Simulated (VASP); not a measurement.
# ZnS (krp) (F-43m) in VASP: further runs, part 2 of 2

VASP 6.6.1.

### 3 Single point, RPBE

This run uses another cell than the first one, of 20.93 Å³/atom, 1.071 times its volume.

INCAR reads:

```
ALGO     = Normal         # electronic algorithm
EDIFF    = 1E-6           # SCF threshold, eV
ENCUT    = 500            # plane-wave cutoff, eV
GGA      = RP             # functional
GGA_COMPAT= False        
ISIF     = 2              # what is computed and relaxed
ISMEAR   = 0              # smearing method
LASPH    = True           # aspherical terms in the spheres
LCHARG   = True           # write CHGCAR
LELF     = True           # ELF
LREAL    = False          # projectors in reciprocal space
LVHAR    = True         
LWAVE    = False          # write WAVECAR
NBANDS   = 16             # bands
NELM     = 120            # most SCF steps
PREC     = Accurate       # precision mode
SIGMA    = 0.02           # smearing width, eV
```

KPOINTS reads:

```
k-points
0
Gamma
  10 10 10
```

POSCAR reads:

```
ZnS
1.0
    0.0000000000      2.7558543743      2.7558543743
    2.7558543743      0.0000000000      2.7558543743
    2.7558543743      2.7558543743      0.0000000000
Zn S
1 1
Direct
    0.0000000000      0.0000000000      0.0000000000
    0.7500000000      0.7500000000      0.7500000000
```

Potentials or basis: VASP PAW PBE potentials, release 64 (Zn, S).

Command:

```console
cat potpaw_PBE.64/Zn/POTCAR potpaw_PBE.64/S/POTCAR > POTCAR
mpirun -np 1 vasp_std > vasp.out
```

It took 25 s on 1 thread of Intel Xeon 6975P-C, shared host; peak memory 0.17 GiB.

It converged, with:

```
Free energy            : -6.2058 eV
Pressure               : 0.1 GPa
Band gap on the k mesh : 2.03 eV, direct
```

Levels at points of the mesh, in eV from the valence-band top:
```csv
k point,band 7,band 8,band 9,band 10,band 11,band 12
"(0.00, 0.00, 0.00)",0.00,0.00,0.00,2.03,6.49,6.49
"(0.50, 0.00, 0.00)",-4.86,-0.78,-0.78,3.32,7.02,7.02
"(0.50, 0.50, 0.00)",-4.28,-2.00,-2.00,3.69,4.16,10.77
```

Caveat: the PAW data sets were made with another functional, which shifts forces and pressure a little.

### 4 Relaxation of cell and atoms, RPBE

INCAR reads:

```
  PREC = Accurate
  ENCUT = 500
  EDIFF = 1E-7
  ISMEAR = 0
  SIGMA = 0.02
  LREAL = F
  LASPH = T
  NELM = 120
  ALGO = Normal
  ISIF = 3
  LWAVE = F
  LCHARG = F
  GGA = RP
  IBRION = 2
  NSW = 100
  EDIFFG = -0.002
  GGA_COMPAT = F
  NELMIN = 4
```

KPOINTS reads:

```
regular mesh
0
Gamma
  10 10 10
```

POSCAR reads:

```
ZnS
1.0
    0.0000000000      2.6936828800      2.6936828800
    2.6936828800      0.0000000000      2.6936828800
    2.6936828800      2.6936828800      0.0000000000
Zn S
1 1
Direct
    0.0000000000      0.0000000000      0.0000000000
    0.7500000000      0.7500000000      0.7500000000
```

Potentials or basis: VASP PAW PBE potentials, release 64 (Zn, S).

Command:

```console
cat potpaw_PBE.64/Zn/POTCAR potpaw_PBE.64/S/POTCAR > POTCAR
mpirun -np 1 vasp_std > vasp.out
```

OUTCAR:

```text
PREC = Accurate
   ENCUT = 500
   EDIFF = 1E-7
   ISMEAR = 0
   LREAL = F
   LASPH = T
   NELM = 120
   ISIF = 3
   GGA = RP
   IBRION = 2
   NSW = 100
   EDIFFG = -0.002
   NELMIN = 4

 ion  position               nearest neighbor table
   1  0.000  0.000  0.000-   2 2.33   2 2.33   2 2.33   2 2.33
   2  0.750  0.750  0.750-   1 2.33   1 2.33   1 2.33   1 2.33

  LATTYP: Found a face centered cubic cell.
 ALAT       =     5.3873657600

  Lattice vectors:

 A1 = (   0.0000000000,   2.6936828800,   2.6936828800)
 A2 = (   2.6936828800,   0.0000000000,   2.6936828800)
 A3 = (   2.6936828800,   2.6936828800,   0.0000000000)

Analysis of symmetry for initial positions (statically):
=====================================================================
 Subroutine PRICEL returns:
 Original cell was already a primitive cell.

 Routine SETGRP: Setting up the symmetry group for a
 face centered cubic supercell.

 Subroutine GETGRP returns: Found 24 space group operations
 (whereof 24 operations were pure point group operations)
 out of a pool of 48 trial point group operations.

The static configuration has the point symmetry T_d .

Analysis of symmetry for dynamics (positions and initial velocities):
=====================================================================
 Subroutine PRICEL returns:
 Original cell was already a primitive cell.
[... 374 lines left out ...]

 Free energy of the ion-electron system (eV)
  ---------------------------------------------------
  ext. energy  EPLUGINS =         0.00000000
  ---------------------------------------------------
  free energy    TOTEN  =        -6.20478111 eV

  energy without entropy =       -6.20478111  energy(sigma->0) =       -6.20478111

 E-fermi :   1.7844     XC(G=0):  -9.1166

 val. band max:        1.6798784353   @ k =   0.0000   0.0000   0.0000
 cond. band min:       3.7037164677   @ k =   0.0000   0.0000   0.0000
 fundamental gap:      2.0238380325
 Fermi energy:         1.7844419289

 k-point     1 :       0.0000    0.0000    0.0000
  band No.  band energies     occupation
      1     -11.0419      2.00000
      2      -4.3939      2.00000
      3      -4.3939      2.00000
      4      -4.3939      2.00000
      5      -3.9604      2.00000
      6      -3.9604      2.00000
      7       1.6799      2.00000
      8       1.6799      2.00000
      9       1.6799      2.00000
     10       3.7037      0.00000
     11       8.1675      0.00000
     12       8.1675      0.00000
     13       8.1676      0.00000
[... 354 lines left out ...]
  band No.  band energies     occupation
      1     -10.2015      2.00000
      2      -4.3675      2.00000
      3      -4.1786      2.00000
      4      -4.1675      2.00000
      5      -3.9295      2.00000
      6      -3.9119      2.00000
      7      -1.8692      2.00000
      8      -0.0966      2.00000
      9       0.0893      2.00000
     10       5.9517      0.00000
     11       6.3941      0.00000
     12      10.4163      0.00000
     13      11.2905      0.00000

 [... further k-points ...]

------------------------ aborting loop because EDIFF is reached ----------------------------------------

  FORCE on cell =-STRESS in cart. coord.  units (eV):
  Direction    XX          YY          ZZ          XY          YZ          ZX
  --------------------------------------------------------------------------------------
  -------------------------------------------------------------------------------------
  Total       -0.0008766     -0.0008766     -0.0008766      0.0000000     -0.0000000      0.0000000
  in kB       -0.0335152     -0.0335152     -0.0335152      0.0000000     -0.0000000      0.0000000
  external PRESSURE =      -0.0335152 kB  Pullay stress =       0.0000000 kB
[... 17 lines left out ...]
  FREE ENERGIE OF THE ION-ELECTRON SYSTEM (eV)
  ---------------------------------------------------
  free  energy   TOTEN  =        -6.2047811107 eV

  energy  without entropy=       -6.2047811107  energy(sigma->0) =       -6.20478111

 reached required accuracy - stopping structural energy minimisation
```

Wall time 68 s (1 thread of Intel Xeon 6975P-C, shared host); peak memory 0.17 GiB.

What came out:

| Quantity | Value |
| --- | --- |
| Free energy | -6.2048 eV |
| Relaxed volume | 20.95 Å³/atom |
| Relaxed cell | a = 3.899 Å, b = 3.899 Å, c = 3.899 Å, α = 60.00°, β = 60.00°, γ = 60.00° |
| Space group after relaxing (to 0.05 Å) | F-43m (No. 216) |
| Energy gained by relaxing | 20.9 meV/atom |
| Ionic steps | 7 |
| Pressure after relaxing | 0.0 GPa |
| Band gap on the k mesh | 2.02 eV, direct |

Step by step:
```csv
step,energy change (eV),largest force (eV/Å),pressure (GPa),volume (Å³)
1,0.0000,0.0000,5.06,39.09
2,-0.0389,0.0000,-1.11,42.69
3,-0.0417,0.0000,0.02,41.90
4,-0.0417,0.0000,-0.05,41.95
5,-0.0417,0.0000,-0.02,41.91
6,-0.0417,0.0000,0.02,41.90
7,-0.0417,0.0000,0.00,41.91
```

Final structure:
```yaml
crystal:
  lattice:
    - [0.00000, 2.75690, 2.75690]
    - [2.75690, 0.00000, 2.75690]
    - [2.75690, 2.75690, 0.00000]
  atoms:
    - { symbol: Zn, position: [0.00000, 0.00000, 0.00000] }
    - { symbol: S, position: [0.75000, 0.75000, 0.75000] }
```

Caveat: the PAW data sets were made with another functional, which shifts forces and pressure a little.

### 5 Overview

| task | cell | k mesh | smearing | gap on the mesh (eV) | pressure (GPa) |
| --- | --- | --- | --- | --- | --- |
| single point | a = 3.809 Å, angles 60.0°, 2 atoms | 6 × 6 × 6 | gaussian 0.1 eV | 2.32 | 5.1 |
| single point | a = 3.897 Å, angles 60.0°, 2 atoms | 10 × 10 × 10 | gaussian 0.02 eV | 2.03 | 0.1 |
| relaxation of cell and atoms | relaxed from a = 3.809 Å, angles 60.0°, 2 atoms | 10 × 10 × 10 | gaussian 0.02 eV | 2.02 | 0.0 |

Alike in all rows: level RPBE; potentials or basis VASP PAW PBE potentials, release 64 (Zn, S); no spin polarisation; cutoff (eV) 500.

Caveats: the PAW data sets were made with another functional, which shifts forces and pressure a little.

Absolute energies hang on the potentials; compare differences alone.
